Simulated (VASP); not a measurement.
# KCl (P4/mmm) in VASP: further runs, part 2 of 2

VASP 6.6.1. The steps go on from the part before.

## 3. Electric field gradients, PBEsol (zz strain of +1 %)

INCAR reads:

```
SYSTEM = KCl
  ALGO = Normal
  EDIFF = 1E-8
  ENCUT = 520
  GGA = PS
  ISIF = 2
  ISMEAR = -1
  LASPH = .True.
  LCHARG = .False.
  LEFG = .True.
  LREAL = .False.
  LWAVE = .False.
  NBANDS = 15
  NELM = 60
  PREC = Accurate
  SIGMA = 0.01
```

KPOINTS reads:

```
k-points
0
Gamma
  7 7 7
  0 0 0
```

POSCAR reads:

```
KCl
1.0
    3.6340000000      0.0000000000      0.0000000000
    0.0000000000      3.6340000000      0.0000000000
    0.0000000000      0.0000000000      3.6703400000
K Cl
1 1
Direct
    0.0000000000      0.0000000000      0.0000000000
    0.5000000000      0.5000000000      0.5000000000
```

Potentials or basis: VASP PAW PBE potentials, release 64 (K_sv, Cl).

Launch:

```
$ cat potpaw_PBE.64/K_sv/POTCAR potpaw_PBE.64/Cl/POTCAR > POTCAR
$ mpirun -np 1 vasp_std > vasp.out
```

OUTCAR:

```text
SYSTEM = KCl
   EDIFF = 1E-8
   ENCUT = 520
   GGA = PS
   ISIF = 2
   ISMEAR = -1
   LASPH = .True.
   LREAL = .False.
   NELM = 60
   PREC = Accurate

 ion  position               nearest neighbor table
   1  0.000  0.000  0.000-   2 3.16   2 3.16   2 3.16   2 3.16   2 3.16   2 3.16   2 3.16   2 3.16

   2  0.500  0.500  0.500-   1 3.16   1 3.16   1 3.16   1 3.16   1 3.16   1 3.16   1 3.16   1 3.16

  LATTYP: Found a simple tetragonal cell.
 ALAT       =     3.6340000000
 C/A-ratio  =     1.0100000000

  Lattice vectors:

 A1 = (   3.6340000000,   0.0000000000,   0.0000000000)
 A2 = (   0.0000000000,   3.6340000000,   0.0000000000)
 A3 = (   0.0000000000,   0.0000000000,   3.6703400000)

Analysis of symmetry for initial positions (statically):
=====================================================================
 Subroutine PRICEL returns:
 Original cell was already a primitive cell.

 Routine SETGRP: Setting up the symmetry group for a
 simple tetragonal supercell.

 Subroutine GETGRP returns: Found 16 space group operations
 (whereof 16 operations were pure point group operations)
 out of a pool of 16 trial point group operations.

The static configuration has the point symmetry D_4h.

Analysis of symmetry for dynamics (positions and initial velocities):
=====================================================================
 Subroutine PRICEL returns:
 Original cell was already a primitive cell.

 Routine SETGRP: Setting up the symmetry group for a
 simple tetragonal supercell.

 Subroutine GETGRP returns: Found 16 space group operations
 (whereof 16 operations were pure point group operations)
 out of a pool of 16 trial point group operations.

The dynamic configuration has the point symmetry D_4h.

 Subroutine INISYM returns: Found 16 space group operations
 (whereof 16 operations are pure point group operations),
 and found     1 'primitive' translations

----------------------------------------------------------------------------------------

                                     Primitive cell

  volume of cell :      48.4703

  direct lattice vectors                    reciprocal lattice vectors
     3.634000000  0.000000000  0.000000000     0.275178866  0.000000000  0.000000000
     0.000000000  3.634000000  0.000000000     0.000000000  0.275178866  0.000000000
     0.000000000  0.000000000  3.670340000     0.000000000  0.000000000  0.272454323

  length of vectors
     3.634000000  3.634000000  3.670340000     0.275178866  0.275178866  0.272454323

  position of ions in fractional coordinates (direct lattice)
     0.000000000  0.000000000  0.000000000
     0.500000000  0.500000000  0.500000000

  ion indices of the primitive-cell ions
   primitive index   ion index
                 1           1
                 2           2

----------------------------------------------------------------------------------------

 KPOINTS: k-points

Automatic generation of k-mesh.
 Grid dimensions read from file:
 generate k-points for:    7    7    7

[... 77 lines left out ...]
   EFERMI =   0.00;   METHOD = LEGACY
   ISMEAR =    -1;   SIGMA  =   0.01  broadening in eV -4-tet -1-fermi 0-gaus
   EFERMI_NEDOS =   21; number of points for ismear=-14 and -15
   IALGO  =     38    algorithm
   IMIX   =      4    mixing-type and parameters
     AMIX     =   0.40;   BMIX     =  1.00
     AMIX_MAG =   1.60;   BMIX_MAG =  1.00
  volume/ion in A,a.u.               =      24.24       163.55
  Fermi-wavevector in a.u.,A,eV,Ry     =   1.131417  2.138068 17.416884  1.280105
  Thomas-Fermi vector in A             =   2.268116
   LORBIT       =      0    0 simple, 1 ext, 2 COOP (PROOUT), +10 PAW based schemes
   GGA     = PS    functional components
   LHFCALC =     F    Hartree Fock is set to
   AEXX    =    0.0000 exact exchange contribution
   IVDW    =     0    specifies the selected vdW correction
   LEPSILON=     F    determine dielectric tensor
   LRPA    =     F    only Hartree local field effects (RPA)
 non-spin polarized calculation
  energy-cutoff  :      520.00
  volume of cell :       48.47
 maximum number of plane-waves:      1325
 NGX is ok and might be reduce to    28
   NGX = 13   NGY = 13   NGZ = 13

 number of electron      15.9999998 magnetization

 Free energy of the ion-electron system (eV)
  ---------------------------------------------------
  ext. energy  EPLUGINS =         0.00000000
  ---------------------------------------------------
  free energy    TOTEN  =        -6.89070803 eV

  energy without entropy =       -6.89070803  energy(sigma->0) =       -6.89070803

 E-fermi :   0.2262     XC(G=0):  -8.9828

 val. band max:       -0.0798470504   @ k =   0.4286   0.0000   0.4286
 cond. band min:       5.2438069130   @ k =   0.0000   0.0000   0.0000
 fundamental gap:      5.3236539634
 Fermi energy:         0.2261819436

 k-point     1 :       0.0000    0.0000    0.0000
  band No.  band energies     occupation
      1     -27.7305      2.00000
      2     -12.9464      2.00000
      3     -11.1510      2.00000
      4     -11.1407      2.00000
      5     -11.1407      2.00000
      6      -0.3442      2.00000
      7      -0.2815      2.00000
      8      -0.2815      2.00000
      9       5.2438      0.00000
     10       6.1460      0.00000
     11       6.1924      0.00000
     12      10.9170      0.00000
     13      10.9170      0.00000
     14      10.9996      0.00000
[... 401 lines left out ...]
      2     -12.8665      2.00000
      3     -11.3768      2.00000
      4     -11.2024      2.00000
      5     -11.0628      2.00000
      6      -1.8123      2.00000
      7      -1.1542      2.00000
      8      -0.1741      2.00000
      9       6.8365      0.00000
     10       7.6843      0.00000
     11       9.4375      0.00000
     12       9.8307      0.00000
     13       9.8838      0.00000
     14      11.0028      0.00000
     15      12.6091      0.00000

 [... further k-points ...]
[... 5 lines left out ...]
  --------------------------------------------------------------------------------------
  -------------------------------------------------------------------------------------
  Total        0.6709284      0.6709284      0.5205451      0.0000000      0.0000000      0.0000000
  in kB       22.1774006     22.1774006     17.2065107      0.0000000      0.0000000      0.0000000
  external PRESSURE =      20.5204373 kB  Pullay stress =       0.0000000 kB

 VOLUME and BASIS-vectors are now :
 -----------------------------------------------------------------------------
  energy-cutoff  :      520.00
  volume of cell :       48.47
      direct lattice vectors                 reciprocal lattice vectors
     3.634000000  0.000000000  0.000000000     0.275178866  0.000000000  0.000000000
     0.000000000  3.634000000  0.000000000     0.000000000  0.275178866  0.000000000
     0.000000000  0.000000000  3.670340000     0.000000000  0.000000000  0.272454323

 POSITION                                       TOTAL-FORCE (eV/Angst)
 -----------------------------------------------------------------------------------
      0.00000      0.00000      0.00000         0.000000      0.000000      0.000000
      1.81700      1.81700      1.83517         0.000000      0.000000      0.000000
 -----------------------------------------------------------------------------------
    total drift:                               -0.000000      0.000000      0.000000

  FREE ENERGIE OF THE ION-ELECTRON SYSTEM (eV)
  ---------------------------------------------------
  free  energy   TOTEN  =        -6.8907080341 eV

  energy  without entropy=       -6.8907080341  energy(sigma->0) =       -6.89070803

 Electric field gradients (V/A^2)
---------------------------------------------------------------------
 ion       V_xx      V_yy      V_zz      V_xy      V_xz      V_yz
---------------------------------------------------------------------
   1       0.661     0.661    -1.321     0.000    -0.000    -0.000
   2      -1.278    -1.278     2.556     0.000     0.000    -0.000
---------------------------------------------------------------------

 Electric field gradients after diagonalization (V/A^2)
 (convention: |V_zz| > |V_xx| > |V_yy|)
----------------------------------------------------------------------
 ion       V_xx      V_yy      V_zz     asymmetry (V_yy - V_xx)/ V_zz
----------------------------------------------------------------------
   1       0.661     0.661    -1.321       0.000
   2      -1.278    -1.278     2.556       0.000
----------------------------------------------------------------------

           NMR quadrupolar parameters

 Cq : quadrupolar parameter    Cq=e*Q*V_zz/h
 eta: asymmetry parameters     (V_yy - V_xx)/ V_zz
 Q  : nuclear electric quadrupole moment in mb (millibarn)
----------------------------------------------------------------------
 ion       Cq(MHz)       eta       Q (mb)
----------------------------------------------------------------------
   1      -0.003       0.000       1.000
   2       0.006       0.000       1.000
----------------------------------------------------------------------
```

stdout:

```text
POSCAR found type information on POSCAR K Cl
 POSCAR found :  2 types and       2 ions
 scaLAPACK will be used
 -----------------------------------------------------------------------------
|                                                                             |
|                                                                             |
|     You enforced a specific xc type in the INCAR file but a different       |
|     I HOPE YOU KNOW WHAT YOU ARE DOING!                                     |
|                                                                             |
 -----------------------------------------------------------------------------

 LDA part: xc-table for (Slater+PW92), standard interpolation
 POSCAR, INCAR and KPOINTS ok, starting setup
 FFT: planning ... GRIDC
 FFT: planning ... GRID_SOFT
 FFT: planning ... GRID
 WAVECAR not read
 entering main loop
ion   1

ion   2
```

Wall time 54 s (1 thread of Intel Xeon Platinum 8259CL at 2.50GHz (Skylake/Cascade Lake), shared host); peak memory 0.17 GiB.

What came out:

```
Free energy            : -6.8907 eV
Pressure               : 2.1 GPa
Band gap on the k mesh : 5.32 eV, indirect (least direct gap 5.53 eV)
```

Electric field gradients, principal values (V/Å²):
```tsv
atom	least	middle	greatest (by size)
1 K	0.661	0.661	-1.321
2 Cl	-1.278	-1.278	2.556
```

Caveat: the cell differs from its parent crystal (zz strain of +1 %); without QUAD_EFG the Cq values of the log hold for a quadrupole moment of 1 mb, not for the nuclei; the PAW data sets were made with another functional, which shifts forces and pressure a little. A k mesh can miss the band edges.
